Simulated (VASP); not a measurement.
An input for VASP 6.6.1 (C):

INCAR

```
SYSTEM = C
  PREC = Accurate
  ENCUT = 520
  EDIFF = 1E-6
  ISMEAR = 0
  SIGMA = 0.1
  LREAL = .False.
  LASPH = .True.
  NELM = 60
  ALGO = Normal
  ISIF = 2
  LWAVE = .False.
  LCHARG = .True.
  GGA = PE
  IVDW = 12
  LELF = .True.
  LVHAR = .True.
  NBANDS = 16
```

Contents of KPOINTS:

```
regular mesh
0
Gamma
  21 21 6
  0 0 0
```

POSCAR

```
C
1.0
    1.2327476393     -2.1341560297      0.0000000000
    1.2327476393      2.1341560297      0.0000000000
    0.0000000000      0.0000000000      6.8033351979
C
4
Direct
    0.0833104418      0.9166895582      0.7499982138
    0.5833104418      0.4166895582      0.2500017862
    0.9166895582      0.0833104418      0.2500017862
    0.4166895582      0.5833104418      0.7499982138
```

Potentials or basis: VASP PAW PBE potentials, release 64 (C).

Command:

```sh
$ cat potpaw_PBE.64/C/POTCAR > POTCAR
$ mpirun -np 1 vasp_std > vasp.out
```

Q: Does this run start?

A: The run stopped without a result. It printed:

OUTCAR:

```text
SYSTEM = C
   PREC = Accurate
   ENCUT = 520
   EDIFF = 1E-6
   ISMEAR = 0
   LREAL = .False.
   LASPH = .True.
   NELM = 60
   ISIF = 2
   GGA = PE
[... 47 lines left out ...]
|     E        R     R  R     R  O     O  R     R     ###     ###     ###     |
|     E        R     R  R     R  O     O  R     R     ###     ###     ###     |
|     EEEEE    RRRRRR   RRRRRR   O     O  RRRRRR       #       #       #      |
|     E        R   R    R   R    O     O  R   R                               |
|     E        R    R   R    R   O     O  R    R      ###     ###     ###     |
|     EEEEEEE  R     R  R     R  OOOOOOO  R     R     ###     ###     ###     |
|                                                                             |
|     PRICELV: current lattice and primitive lattice are incommensurate       |
|     within SYMPREC.                                                         |
|                                                                             |
|       ---->  I REFUSE TO CONTINUE WITH THIS SICK JOB ... BYE!!! <----       |
|                                                                             |
 -----------------------------------------------------------------------------
```

On the terminal:

```text
POSCAR found type information on POSCAR C
 POSCAR found :  1 types and       4 ions
[... 18 lines left out ...]

1
```
